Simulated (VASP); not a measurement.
# BeZn4Ge4P8 (a cell with a defect) in VASP: single point with PBEsol

Aim: the single point of BeZn4Ge4P8 (a cell with a defect) with PBEsol.

Everything below comes from runs of VASP 6.6.1. Logs are shortened: lines on timing, memory, paths and dates and some standing lists are left out, and cuts for length are marked.

### 1 The cell of the first run

The cell holds a defect, 17 atoms: a = 5.424 Å, b = 5.424 Å, c = 10.709 Å, α = 90.00°, β = 90.00°, γ = 90.00°.

### 2 Single point, PBEsol

Input file INCAR:

```
ALGO = Normal
EDIFF = 1E-6
ENCUT = 520
GGA = PS
ISIF = 2
ISMEAR = -1
LASPH = T
LCHARG = F
LREAL = Auto
LWAVE = F
NBANDS = 87
NELM = 100
PREC = Accurate
SIGMA = 0.05
```

Input file KPOINTS:

```
k-points
0
Gamma
  2 2 2
```

Input file POSCAR:

```
BeZn4Ge4P8
1.0
    5.4241330000     -0.0000440000     -0.0000150000
   -0.0000440000      5.4241330000     -0.0000150000
   -0.0000300000     -0.0000300000     10.7085280000
Zn Ge P Be
4 4 8 1
Direct
    0.9960320000      0.9945360000      0.0051540000
    0.9970370000      0.5036040000      0.2449810000
    0.4983700000      0.0078460000      0.7532660000
    0.5019010000      0.5020290000      0.4983680000
    0.9944550000      0.0011100000      0.5028100000
    0.5006150000      0.0079830000      0.2488050000
    0.4972170000      0.4964510000      0.9965350000
    0.9888110000      0.5001560000      0.7503760000
    0.2466530000      0.2439290000      0.1266680000
    0.2493410000      0.2427170000      0.6238810000
    0.7460790000      0.7486420000      0.1264660000
    0.7463950000      0.2530540000      0.3718980000
    0.2481240000      0.7567510000      0.3731820000
    0.2501240000      0.7528870000      0.8752680000
    0.7464840000      0.7565220000      0.6258270000
    0.7474890000      0.2470460000      0.8729550000
    0.4950090000      0.8886700000      0.4939440000
```

Potentials or basis: VASP PAW PBE potentials, release 64 (Zn, Ge_d, P, Be).

Started as:

```
> cat potpaw_PBE.64/Zn/POTCAR potpaw_PBE.64/Ge_d/POTCAR potpaw_PBE.64/P/POTCAR potpaw_PBE.64/Be/POTCAR > POTCAR
> mpirun -np 1 vasp_std > vasp.out
```

OUTCAR:

```text
EDIFF = 1E-6
   ENCUT = 520
   GGA = PS
   ISIF = 2
   ISMEAR = -1
   LASPH = T
   LREAL = Auto
   NELM = 100
   PREC = Accurate

 ion  position               nearest neighbor table
   1  0.996  0.995  0.005-  11 2.30   9 2.32  14 2.36  16 2.39
   2  0.997  0.504  0.245-  11 2.29   9 2.33  12 2.35  13 2.37
   3  0.498  0.008  0.753-  16 2.27  10 2.32  14 2.33  15 2.35
   4  0.502  0.502  0.498-  17 2.10  12 2.33  15 2.35  13 2.37  10 2.38
   5  0.994  0.001  0.503-  15 2.30  10 2.30  13 2.36  12 2.38
   6  0.501  0.008  0.249-   9 2.29  12 2.30  11 2.34  13 2.35
   7  0.497  0.496  0.997-  14 2.33  16 2.33  11 2.37   9 2.38
   8  0.989  0.500  0.750-  16 2.31  15 2.33  14 2.38  10 2.40
   9  0.247  0.244  0.127-   6 2.29   1 2.32   2 2.33   7 2.38
  10  0.249  0.243  0.624-   5 2.30   3 2.32   4 2.38   8 2.40
  11  0.746  0.749  0.126-   2 2.29   1 2.30   6 2.34   7 2.37
  12  0.746  0.253  0.372-   6 2.30   4 2.33   2 2.35   5 2.38
  13  0.248  0.757  0.373-  17 1.99   6 2.35   5 2.36   4 2.37   2 2.37
  14  0.250  0.753  0.875-   7 2.33   3 2.33   1 2.36   8 2.38
  15  0.746  0.757  0.626-  17 2.09   5 2.30   8 2.33   4 2.35   3 2.35
  16  0.747  0.247  0.873-   3 2.27   8 2.31   7 2.33   1 2.39
  17  0.495  0.889  0.494-  13 1.99  15 2.09   4 2.10

  LATTYP: Found a base centered orthorhombic cell.
 ALAT       =     7.6708202274
 B/A-ratio  =     1.0000162239
 C/A-ratio  =     1.3960082081

  Lattice vectors:

 A1 = (   5.4241330000,  -0.0000440000,  -0.0000150000)
 A2 = (  -0.0000440000,   5.4241330000,  -0.0000150000)
 A3 = (  -0.0000300000,  -0.0000300000,  10.7085280000)

Analysis of symmetry for initial positions (statically):
=====================================================================
 Subroutine PRICEL returns:
 Original cell was already a primitive cell.

 Routine SETGRP: Setting up the symmetry group for a
 base centered orthorhombic supercell.

 Subroutine GETGRP returns: Found  1 space group operations
 (whereof  1 operations were pure point group operations)
 out of a pool of  8 trial point group operations.

The static configuration has the point symmetry C_1 .

Analysis of symmetry for dynamics (positions and initial velocities):
=====================================================================
 Subroutine PRICEL returns:
 Original cell was already a primitive cell.

 Routine SETGRP: Setting up the symmetry group for a
 base centered orthorhombic supercell.

 Subroutine GETGRP returns: Found  1 space group operations
 (whereof  1 operations were pure point group operations)
 out of a pool of  8 trial point group operations.

The dynamic configuration has the point symmetry C_1 .

 Subroutine INISYM returns: Found  1 space group operations
 (whereof  1 operations are pure point group operations),
 and found     1 'primitive' translations

----------------------------------------------------------------------------------------

                                     Primitive cell

  volume of cell :     315.0579

  direct lattice vectors                    reciprocal lattice vectors
     5.424133000 -0.000044000 -0.000015000     0.184361261  0.000001496  0.000000516
    -0.000044000  5.424133000 -0.000015000     0.000001496  0.184361261  0.000000516
    -0.000030000 -0.000030000 10.708528000     0.000000258  0.000000258  0.093383516

  length of vectors
     5.424133000  5.424133000 10.708528000     0.184361261  0.184361261  0.093383516

  position of ions in fractional coordinates (direct lattice)
     0.996032000  0.994536000  0.005154000
     0.997037000  0.503604000  0.244981000
     0.498370000  0.007846000  0.753266000
     0.501901000  0.502029000  0.498368000
     0.994455000  0.001110000  0.502810000
     0.500615000  0.007983000  0.248805000
[... 9 lines left out ...]
     0.747489000  0.247046000  0.872955000
     0.495009000  0.888670000  0.493944000

  ion indices of the primitive-cell ions
   primitive index   ion index
                 1           1
                 2           2
                 3           3
                 4           4
                 5           5
                 6           6
[... 9 lines left out ...]
                16          16
                17          17

----------------------------------------------------------------------------------------

 KPOINTS: k-points

Automatic generation of k-mesh.
 Grid dimensions read from file:
 generate k-points for:    2    2    2

 Generating k-lattice:

  Cartesian coordinates                     Fractional coordinates (reciprocal lattice)
     0.092180631  0.000000748  0.000000258     0.500000000 -0.000000000  0.000000000
     0.000000748  0.092180631  0.000000258    -0.000000000  0.500000000  0.000000000
     0.000000129  0.000000129  0.046691758     0.000000000  0.000000000  0.500000000

  Length of vectors
     0.092180631  0.092180631  0.046691758

  Shift w.r.t. Gamma in fractional coordinates (k-lattice)
     0.000000000  0.000000000  0.000000000

 Subroutine IBZKPT returns following result:
 ===========================================

 Found      8 irreducible k-points:

 Following reciprocal coordinates:
            Coordinates               Weight
  0.000000  0.000000  0.000000      1.000000
  0.500000  0.000000  0.000000      1.000000
  0.000000  0.500000  0.000000      1.000000
  0.500000  0.500000  0.000000      1.000000
 -0.000000 -0.000000  0.500000      1.000000
  0.500000  0.000000  0.500000      1.000000
  0.000000  0.500000  0.500000      1.000000
  0.500000  0.500000  0.500000      1.000000
   k-points           NKPTS =      8   k-points in BZ     NKDIM =      8   number of bands    NBANDS=     87
   number of dos      NEDOS =    301   number of ions     NIONS =     17
   total plane-waves  NPLWV = 128000
   dimension x,y,z NGX =    40 NGY =   40 NGZ =   80
   dimension x,y,z NGXF=    80 NGYF=   80 NGZF=  160
   ions per type =               4   4   8   1
   NGX,Y,Z   is equivalent  to a cutoff of  12.26, 12.26, 12.42 a.u.
   NGXF,Y,Z  is equivalent  to a cutoff of  24.52, 24.52, 24.84 a.u.
 SYSTEM =  unknown system
   PREC   = accura    normal or accurate (medium, high low for compatibility)
   ISTART =      0    job   : 0-new  1-cont  2-samecut
   ICHARG =      2    charge: 1-file 2-atom 10-const
   ISPIN  =      1    spin polarized calculation?
   LNONCOLLINEAR =      F non collinear calculations
   LSORBIT =      F    spin-orbit coupling
   LASPH  =      T    aspherical Exc in radial PAW
   ENCUT  =  520.0 eV  38.22 Ry    6.18 a.u.  10.09 10.09 19.91*2*pi/ulx,y,z
   NELM   =    100;   NELMIN=  2; NELMDL= -5     # of ELM steps
   EDIFF  = 0.1E-05   stopping-criterion for ELM
   LREAL  =      T    real-space projection
   EDIFFG = 0.1E-04   stopping-criterion for IOM
   NSW    =      0    number of steps for IOM
   IBRION =     -1    ionic relax: 0-MD 1-quasi-New 2-CG
   NFREE  =      0    steps in history (QN), initial steepest desc. (CG)
   ISIF   =      2    stress and relaxation
   ISYM   =      2    0-nonsym 1-usesym 2-fastsym
   POTIM  = 0.5000    time-step for ionic-motion
   TEBEG  =    0.0;   TEEND  =   0.0 temperature during run
   PSTRESS=    0.0 pullay stress
   NELECT =     146.0000    total number of electrons
   NUPDOWN=      -1.0000    fix difference up-down
   EMIN   =  10.00;   EMAX   =-10.00  energy-range for DOS
   EFERMI =   0.00;   METHOD = LEGACY
   ISMEAR =    -1;   SIGMA  =   0.05  broadening in eV -4-tet -1-fermi 0-gaus
   EFERMI_NEDOS =   21; number of points for ismear=-14 and -15
   IALGO  =     38    algorithm
   IMIX   =      4    mixing-type and parameters
     AMIX     =   0.40;   BMIX     =  1.00
     AMIX_MAG =   1.60;   BMIX_MAG =  1.00
  volume/ion in A,a.u.               =      18.53       125.07
  Fermi-wavevector in a.u.,A,eV,Ry     =   1.266861  2.394020 21.836491  1.604937
  Thomas-Fermi vector in A             =   2.400039
   LORBIT       =      0    0 simple, 1 ext, 2 COOP (PROOUT), +10 PAW based schemes
   GGA     = PS    functional components
   LHFCALC =     F    Hartree Fock is set to
   AEXX    =    0.0000 exact exchange contribution
   IVDW    =     0    specifies the selected vdW correction
   LEPSILON=     F    determine dielectric tensor
   LRPA    =     F    only Hartree local field effects (RPA)
 non-spin polarized calculation
  energy-cutoff  :      520.00
  volume of cell :      315.06
 maximum number of plane-waves:      8488
   NGX = 21   NGY = 21   NGZ = 39

 number of electron     145.9999988 magnetization

 Free energy of the ion-electron system (eV)
  ---------------------------------------------------
  ext. energy  EPLUGINS =         0.00000000
  ---------------------------------------------------
  free energy    TOTEN  =       -76.32129785 eV

  energy without entropy =      -76.26923535  energy(sigma->0) =      -76.29526660

 E-fermi :   5.6666     XC(G=0): -10.2430

 val. band max:        5.6559619530   @ k =   0.0000   0.0000   0.0000
 cond. band min:       5.6726980161   @ k =   0.5000   0.5000   0.5000
 fundamental gap:      0.0167360630
 Fermi energy:         5.6665998285

 k-point     1 :       0.0000    0.0000    0.0000
  band No.  band energies     occupation
      1     -20.2112      2.00000
      2     -20.1958      2.00000
      3     -20.1875      2.00000
      4     -20.1679      2.00000
      5     -20.1488      2.00000
      6     -20.0116      2.00000
[... 77 lines left out ...]
     84       7.6662      0.00000
     85       7.8176      0.00000

 k-point     2 :       0.5000    0.0000    0.0000
  band No.  band energies     occupation
      1     -20.2112      2.00000
      2     -20.1958      2.00000
      3     -20.1875      2.00000
      4     -20.1679      2.00000
      5     -20.1488      2.00000
      6     -20.0116      2.00000
[... 517 lines left out ...]
     84       8.7516      0.00000
     85       8.9752      0.00000

 k-point     8 :       0.5000    0.5000    0.5000
  band No.  band energies     occupation
      1     -20.2112      2.00000
      2     -20.1958      2.00000
      3     -20.1876      2.00000
      4     -20.1679      2.00000
      5     -20.1487      2.00000
      6     -20.0117      2.00000
[... 77 lines left out ...]
     84       8.4306      0.00000
     85       8.5117      0.00000
 [bands above 85 left out]

------------------------ aborting loop because EDIFF is reached ----------------------------------------

  FORCE on cell =-STRESS in cart. coord.  units (eV):
  Direction    XX          YY          ZZ          XY          YZ          ZX
  --------------------------------------------------------------------------------------
  -------------------------------------------------------------------------------------
  Total        8.8445575      9.6878065      2.7218153     -0.1368236     -0.6801004      1.8046804
  in kB       44.9775976     49.2658070     13.8413612     -0.6957947     -3.4585429      9.1774167
  external PRESSURE =      36.0282553 kB  Pullay stress =       0.0000000 kB

 VOLUME and BASIS-vectors are now :
 -----------------------------------------------------------------------------
  energy-cutoff  :      520.00
  volume of cell :      315.06
      direct lattice vectors                 reciprocal lattice vectors
     5.424133000 -0.000044000 -0.000015000     0.184361261  0.000001496  0.000000516
    -0.000044000  5.424133000 -0.000015000     0.000001496  0.184361261  0.000000516
    -0.000030000 -0.000030000 10.708528000     0.000000258  0.000000258  0.093383516

 POSITION                                       TOTAL-FORCE (eV/Angst)
 -----------------------------------------------------------------------------------
      5.40257      5.39445      0.05516         0.022262      0.053995     -0.368397
      5.40803      2.73156      2.62336         0.125201     -0.260015     -0.038412
      2.70320      0.04251      8.06636        -0.185474     -0.355210     -0.069271
      2.72234      2.72304      5.33677        -0.148423     -1.842525      0.217733
      5.39404      0.00596      5.38434        -0.094097      0.181997     -0.356591
      2.71539      0.04327      2.66433         0.136083     -0.419567     -0.558789
[... 9 lines left out ...]
      4.05444      1.33995      9.34805         0.188780     -0.026499      0.520941
      2.68494      4.82023      5.28939         0.393205      1.796845      0.700258
 -----------------------------------------------------------------------------------
    total drift:                                0.013673     -0.006995      0.001253

  FREE ENERGIE OF THE ION-ELECTRON SYSTEM (eV)
  ---------------------------------------------------
  free  energy   TOTEN  =       -76.3212978480 eV

  energy  without entropy=      -76.2692353508  energy(sigma->0) =      -76.29526660
```

Wall time 9.5 min (1 thread of AMD EPYC 7R13, shared host); peak memory 0.41 GiB.

Results:

| Property | Result |
| --- | --- |
| Free energy | -76.3213 eV |
| Pressure | 3.6 GPa |
| Largest force | 1.968 eV/Å |
| Band gap on the k mesh | zero (band 73 reaches 6.45 eV, above the bottom of band 74 at 5.30 eV) |

Forces on the atoms (eV/Å):
```
Zn   0.022  0.054 -0.368
Zn   0.125 -0.260 -0.038
Zn  -0.185 -0.355 -0.069
Zn  -0.148 -1.843  0.218
Ge  -0.094  0.182 -0.357
Ge   0.136 -0.420 -0.559
Ge  -0.085  0.003  0.341
Ge   0.746 -0.151  0.043
P    0.047  0.613 -0.277
P    0.401  0.581 -0.321
P   -0.196 -0.028 -0.084
P    0.054  0.097  0.644
P   -0.765 -0.245 -0.538
P   -0.325 -0.117 -0.118
P   -0.314  0.117  0.262
P    0.189 -0.026  0.521
Be   0.393  1.797  0.700
```

Stress tensor (GPa, compression positive):
```
 4.50 -0.07  0.92
-0.07  4.93 -0.35
 0.92 -0.35  1.38
```

Caveat: the k points lie up to 0.58 Å⁻¹ apart; the PAW data sets were made with another functional, which shifts forces and pressure a little.
